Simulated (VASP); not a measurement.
Set up this calculation in VASP 6.6.1, as the native input.

```yaml
Task: single point
Functional: PBE
Potentials_or_basis: VASP PAW PBE potentials, release 64 (Fe)
Cutoff: 520 eV
k_mesh: 10 × 10 × 10
Occupations: gaussian, width 0.15 eV
Spin: collinear spin, ferromagnetic start
Starting_moments: "[2.44] μB"
Dipole_correction: no
Further_INCAR_settings: ALGO = Fast; EDIFF = 1e-06; NBANDS = 14
```

The structure of Fe lies in POSCAR:

```
Fe
1.0
   -1.2600398249      1.4157750842      1.3496583878
    1.2600398249     -1.4157750842      1.3496583878
    1.2600398249      1.4157750842     -1.3496583878
Fe
1
Direct
    0.0000000000      0.0000000000      0.0000000000
```

This cell differs from its parent crystal: normal strain along x -0.1100, normal strain along z -0.0467.

These files were run (other wordings do the same):

INCAR

```
PREC     = Accurate       # precision mode
ENCUT    = 520            # plane-wave cutoff, eV
EDIFF    = 1E-6           # SCF threshold, eV
ISMEAR   = 0              # smearing method
SIGMA    = 0.15           # smearing width, eV
LREAL    = F              # projectors in reciprocal space
LASPH    = T              # aspherical terms in the spheres
NELM     = 150            # most SCF steps
ALGO     = Fast           # electronic algorithm
ISIF     = 2              # what is computed and relaxed
LWAVE    = F              # write WAVECAR
LCHARG   = F              # write CHGCAR
ISPIN    = 2              # spin polarisation
MAGMOM   = 2.44           # initial moments
LORBIT   = 11             # projections on sites
LMAXMIX  = 4              # l up to which the mixer works
GGA      = PE             # functional
NBANDS   = 14             # bands
```

KPOINTS

```
Automatic mesh
0
Gamma
  10 10 10
```

Potentials or basis: VASP PAW PBE potentials, release 64 (Fe).

Run with:

```sh
$ cat potpaw_PBE.64/Fe/POTCAR > POTCAR
$ mpirun -np 1 vasp_std > vasp.out
```

Results of the run:

The pressure is 45.4 GPa and the net moment is 1.82 μB per cell. The site moments are Fe +1.79 μB and the valence electrons inside the program's atomic spheres are Fe 7.67.

Caveat: the cell differs from its parent crystal (normal strain along x -0.1100, normal strain along z -0.0467).

Run time: 20 s on 1 thread of Intel(R) Xeon(R) 6975P-C (Granite Rapids), on a shared host, peak memory 0.15 GiB.
